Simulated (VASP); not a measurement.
# Hf (P6_3/mmc) in VASP: settings compared

Aim: see how the results for Hf move with the level of theory and the settings. Levels: PBE+D3(BJ), PBE+D4, RPBE. Tasks: single point.

All numbers are computed with VASP 6.6.1; they aren't measurements. Logs are shortened: lines on timing, memory, paths and dates and some standing lists are left out, and cuts for length are marked.

### Step 1. The cell of the first run

The structure is hexagonal, space group P6_3/mmc (No. 194). The conventional cell has a = 3.169 Å, b = 3.169 Å, c = 5.032 Å, α = 90.00°, β = 90.00°, γ = 120.00°. Hf (site symmetry -6m2) has 12 Hf at 3.11 to 3.17 Å within 4.1 Å.

### Step 2. Single point, PBE+D3(BJ)

File INCAR:

```
PREC = Accurate
ENCUT = 500
EDIFF = 1E-6
ISMEAR = -1
SIGMA = 0.15
LREAL = False
LASPH = True
NELM = 120
ALGO = Normal
ISIF = 2
LWAVE = False
LCHARG = False
GGA = PE
IVDW = 12
NBANDS = 17
GGA_COMPAT = False
```

File KPOINTS:

```
regular mesh
0
Gamma
  13 13 7
```

File POSCAR:

```
Hf
1.0
    3.1686866398      0.0000000000      0.0000000000
   -1.5843433199      2.7441631267      0.0000000000
    0.0000000000      0.0000000000      5.0315272230
Hf
2
Direct
    0.3333333333      0.6666666667      0.2500000000
    0.6666666667      0.3333333333      0.7500000000
```

Potentials or basis: VASP PAW PBE potentials, release 64 (Hf_pv).

The run is started by

```console
cat potpaw_PBE.64/Hf_pv/POTCAR > POTCAR
mpirun -np 1 vasp_std > vasp.out
```

OUTCAR:

```text
PREC = Accurate
   ENCUT = 500
   EDIFF = 1E-6
   ISMEAR = -1
   LREAL = False
   LASPH = True
   NELM = 120
   ISIF = 2
   GGA = PE
   IVDW = 12
 IVDW          = 12

 ion  position               nearest neighbor table
   1  0.333  0.667  0.250-   2 3.11   2 3.11   2 3.11   2 3.11   2 3.11   2 3.11
   2  0.667  0.333  0.750-   1 3.11   1 3.11   1 3.11   1 3.11   1 3.11   1 3.11

  LATTYP: Found a hexagonal cell.
 ALAT       =     3.1686866398
 C/A-ratio  =     1.5878904401

  Lattice vectors:

 A1 = (   3.1686866398,   0.0000000000,   0.0000000000)
 A2 = (  -1.5843433199,   2.7441631267,   0.0000000000)
 A3 = (   0.0000000000,   0.0000000000,   5.0315272230)

Analysis of symmetry for initial positions (statically):
=====================================================================
 Subroutine PRICEL returns:
 Original cell was already a primitive cell.

 Routine SETGRP: Setting up the symmetry group for a
 hexagonal supercell.

 Subroutine GETGRP returns: Found 24 space group operations
 (whereof 12 operations were pure point group operations)
 out of a pool of 24 trial point group operations.

The static configuration has the point symmetry D_3d.
 The point group associated with its full space group is D_6h.

Analysis of symmetry for dynamics (positions and initial velocities):
=====================================================================
 Subroutine PRICEL returns:
 Original cell was already a primitive cell.

 Routine SETGRP: Setting up the symmetry group for a
 hexagonal supercell.

 Subroutine GETGRP returns: Found 24 space group operations
 (whereof 12 operations were pure point group operations)
 out of a pool of 24 trial point group operations.

The dynamic configuration has the point symmetry D_3d.
 The point group associated with its full space group is D_6h.

 Subroutine INISYM returns: Found 24 space group operations
 (whereof 12 operations are pure point group operations),
 and found     1 'primitive' translations

----------------------------------------------------------------------------------------

                                     Primitive cell

  volume of cell :      43.7511

  direct lattice vectors                    reciprocal lattice vectors
     3.168686640  0.000000000  0.000000000     0.315588164  0.182204912  0.000000000
    -1.584343320  2.744163127  0.000000000     0.000000000  0.364409823  0.000000000
     0.000000000  0.000000000  5.031527223     0.000000000  0.000000000  0.198746813

  length of vectors
     3.168686640  3.168686640  5.031527223     0.364409823  0.364409823  0.198746813

  position of ions in fractional coordinates (direct lattice)
     0.333333333  0.666666667  0.250000000
     0.666666667  0.333333333  0.750000000

  ion indices of the primitive-cell ions
   primitive index   ion index
                 1           1
                 2           2

----------------------------------------------------------------------------------------

 KPOINTS: regular mesh

Automatic generation of k-mesh.
 Grid dimensions read from file:
 generate k-points for:   13   13    7

 Generating k-lattice:

  Cartesian coordinates                     Fractional coordinates (reciprocal lattice)
     0.024276013  0.014015762  0.000000000     0.076923077  0.000000000  0.000000000
     0.000000000  0.028031525  0.000000000     0.000000000  0.076923077  0.000000000
     0.000000000  0.000000000  0.028392402     0.000000000  0.000000000  0.142857143

  Length of vectors
     0.028031525  0.028031525  0.028392402

  Shift w.r.t. Gamma in fractional coordinates (k-lattice)
     0.000000000  0.000000000  0.000000000

 Subroutine IBZKPT returns following result:
 ===========================================

 Found     84 irreducible k-points:

 Following reciprocal coordinates:
            Coordinates               Weight
  0.000000  0.000000  0.000000      1.000000
  0.076923  0.000000  0.000000      6.000000
  0.153846  0.000000  0.000000      6.000000
  0.230769  0.000000  0.000000      6.000000
  0.307692  0.000000  0.000000      6.000000
  0.384615  0.000000  0.000000      6.000000
[... 16 lines left out ...]
  0.076923  0.000000  0.142857     12.000000
  0.153846  0.000000  0.142857     12.000000
 [... further k-points ...]
   k-points           NKPTS =     84   k-points in BZ     NKDIM =     84   number of bands    NBANDS=     17
   number of dos      NEDOS =    301   number of ions     NIONS =      2
   total plane-waves  NPLWV =  23040
   dimension x,y,z NGX =    24 NGY =   24 NGZ =   40
   dimension x,y,z NGXF=    48 NGYF=   48 NGZF=   80
   ions per type =               2
   NGX,Y,Z   is equivalent  to a cutoff of  12.59, 12.59, 13.22 a.u.
   NGXF,Y,Z  is equivalent  to a cutoff of  25.18, 25.18, 26.43 a.u.
 SYSTEM =  unknown system
   PREC   = accura    normal or accurate (medium, high low for compatibility)
   ISTART =      0    job   : 0-new  1-cont  2-samecut
   ICHARG =      2    charge: 1-file 2-atom 10-const
   ISPIN  =      1    spin polarized calculation?
   LNONCOLLINEAR =      F non collinear calculations
   LSORBIT =      F    spin-orbit coupling
   LASPH  =      T    aspherical Exc in radial PAW
   ENCUT  =  500.0 eV  36.75 Ry    6.06 a.u.   5.78  5.78  9.17*2*pi/ulx,y,z
   NELM   =    120;   NELMIN=  2; NELMDL= -5     # of ELM steps
   EDIFF  = 0.1E-05   stopping-criterion for ELM
   LREAL  =      F    real-space projection
[... 7 lines left out ...]
   TEBEG  =    0.0;   TEEND  =   0.0 temperature during run
   PSTRESS=    0.0 pullay stress
   NELECT =      20.0000    total number of electrons
   NUPDOWN=      -1.0000    fix difference up-down
   EMIN   =  10.00;   EMAX   =-10.00  energy-range for DOS
   EFERMI =   0.00;   METHOD = LEGACY
   ISMEAR =    -1;   SIGMA  =   0.15  broadening in eV -4-tet -1-fermi 0-gaus
   EFERMI_NEDOS =   21; number of points for ismear=-14 and -15
   IALGO  =     38    algorithm
   IMIX   =      4    mixing-type and parameters
     AMIX     =   0.40;   BMIX     =  1.00
     AMIX_MAG =   1.60;   BMIX_MAG =  1.00
  volume/ion in A,a.u.               =      21.88       147.62
  Fermi-wavevector in a.u.,A,eV,Ry     =   1.261116  2.383164 21.638901  1.590414
  Thomas-Fermi vector in A             =   2.394592
   LORBIT       =      0    0 simple, 1 ext, 2 COOP (PROOUT), +10 PAW based schemes
   GGA     = PE    functional components
   LHFCALC =     F    Hartree Fock is set to
   AEXX    =    0.0000 exact exchange contribution
   IVDW    =    12    specifies the selected vdW correction
   LEPSILON=     F    determine dielectric tensor
   LRPA    =     F    only Hartree local field effects (RPA)
 non-spin polarized calculation
  energy-cutoff  :      500.00
  volume of cell :       43.75
 maximum number of plane-waves:      1124
 NGX is ok and might be reduce to    24
   NGX = 11   NGY = 11   NGZ = 19

 number of electron      19.9999998 magnetization

 Free energy of the ion-electron system (eV)
  ---------------------------------------------------
  ext. energy  EPLUGINS =         0.00000000
  ---------------------------------------------------
  free energy    TOTEN  =       -19.90156140 eV

  energy without entropy =      -19.76568880  energy(sigma->0) =      -19.83362510

 E-fermi :   5.0333     XC(G=0): -11.3852

 val. band max:        5.0274577781   @ k =   0.3846   0.1538   0.4286
 cond. band min:       5.0406556127   @ k =   0.2308   0.2308   0.4286
 fundamental gap:      0.0131978346
 Fermi energy:         5.0333237995

 k-point     1 :       0.0000    0.0000    0.0000
  band No.  band energies     occupation
      1     -25.9666      2.00000
      2     -25.1752      2.00000
      3     -25.1752      2.00000
      4     -25.0407      2.00000
      5     -25.0407      2.00000
      6     -25.0385      2.00000
[... 9 lines left out ...]
     16       7.7968      0.00000
     17      10.5430      0.00000

 k-point     2 :       0.0769    0.0000    0.0000
  band No.  band energies     occupation
      1     -25.9501      2.00000
      2     -25.2110      2.00000
      3     -25.1871      2.00000
      4     -25.0785      2.00000
      5     -25.0460      2.00000
      6     -25.0455      2.00000
[... 9 lines left out ...]
     16       7.6199      0.00000
     17      10.6874      0.00000

 k-point     3 :       0.1538    0.0000    0.0000
  band No.  band energies     occupation
      1     -25.9025      2.00000
      2     -25.3103      2.00000
      3     -25.2192      2.00000
      4     -25.1809      2.00000
      5     -25.0683      2.00000
      6     -25.0597      2.00000
[... 9 lines left out ...]
     16       7.7564      0.00000
     17      10.9944      0.00000

 k-point     4 :       0.2308    0.0000    0.0000
  band No.  band energies     occupation
      1     -25.8293      2.00000
      2     -25.4503      2.00000
      3     -25.3194      2.00000
      4     -25.2626      2.00000
      5     -25.1057      2.00000
      6     -25.0811      2.00000
[... 9 lines left out ...]
     16       8.5247      0.00000
     17      11.2953      0.00000
[... 343 lines left out ...]
      1     -25.9238      2.00000
      2     -25.1686      2.00000
      3     -25.1686      2.00000
      4     -25.0880      2.00000
      5     -25.0474      2.00000
      6     -25.0474      2.00000
[... 9 lines left out ...]
     16       8.1008      0.00000
     17      10.6192      0.00000

 k-point    23 :       0.0769    0.0000    0.1429
  band No.  band energies     occupation
      1     -25.9094      2.00000
      2     -25.2034      2.00000
      3     -25.1802      2.00000
      4     -25.1201      2.00000
      5     -25.0589      2.00000
      6     -25.0526      2.00000
[... 9 lines left out ...]
     16       7.9822      0.00000
     17      10.7368      0.00000

 k-point    24 :       0.1538    0.0000    0.1429
  band No.  band energies     occupation
      1     -25.8687      2.00000
      2     -25.2996      2.00000
      3     -25.2172      2.00000
      4     -25.2114      2.00000
      5     -25.0810      2.00000
      6     -25.0677      2.00000
[... 9 lines left out ...]
     16       7.9406      0.00000
     17      10.9791      0.00000

 [... further k-points ...]

------------------------ aborting loop because EDIFF is reached ----------------------------------------

 Edisp (eV)   -0.92181

 E8    (eV) :    -0.4946

  FORCE on cell =-STRESS in cart. coord.  units (eV):
  Direction    XX          YY          ZZ          XY          YZ          ZX
  --------------------------------------------------------------------------------------
  -------------------------------------------------------------------------------------
  Total      -0.11186    -0.11186    -0.13549     0.00000     0.00000    -0.00000
  in kB      -4.09637    -4.09637    -4.96154     0.00000     0.00000    -0.00000
  external pressure =       -4.38 kB  Pullay stress =        0.00 kB

 VOLUME and BASIS-vectors are now :
 -----------------------------------------------------------------------------
  energy-cutoff  :      500.00
  volume of cell :       43.75
      direct lattice vectors                 reciprocal lattice vectors
     3.168686640  0.000000000  0.000000000     0.315588164  0.182204912  0.000000000
    -1.584343320  2.744163127  0.000000000     0.000000000  0.364409823  0.000000000
     0.000000000  0.000000000  5.031527223     0.000000000  0.000000000  0.198746813

 POSITION                                       TOTAL-FORCE (eV/Angst)
 -----------------------------------------------------------------------------------
     -0.00000      1.82944      1.25788         0.000000      0.000000      0.000000
      1.58434      0.91472      3.77365        -0.000000      0.000000      0.000000
 -----------------------------------------------------------------------------------
    total drift:                               -0.000000      0.000000     -0.000000

  FREE ENERGIE OF THE ION-ELECTRON SYSTEM (eV)
  ---------------------------------------------------
  free  energy   TOTEN  =       -20.8233706299 eV

  energy  without entropy=      -20.6874980308  energy(sigma->0) =      -20.75543433
```

Wall time 17 s (1 thread of Intel Xeon 6975P-C (Granite Rapids), shared host); peak memory 0.2 GiB.

What came out:

- Free energy: -20.8234 eV
- Pressure: -0.4 GPa
- Band gap on the k mesh: zero (bands 10 and 11 overlap by 1.58 eV)
- Dispersion energy per atom: -0.461 eV

Stress tensor (GPa, compression positive):
```
-0.41  0.00  0.00
 0.00 -0.41  0.00
 0.00  0.00 -0.50
```

Levels at points of the mesh, in eV from the Fermi level:
| k point | band 7 | band 8 | band 9 | band 10 | band 11 | band 12 | band 13 | band 14 |
| --- | --- | --- | --- | --- | --- | --- | --- | --- |
| (0.00, 0.00, 0.00) | -7.42 | -3.75 | 0.74 | 1.24 | 1.24 | 1.48 | 2.07 | 2.07 |

Caveat: spin-orbit coupling is left out, which moves the levels of the heavy elements.

(Part 1 of 2 ends here.)
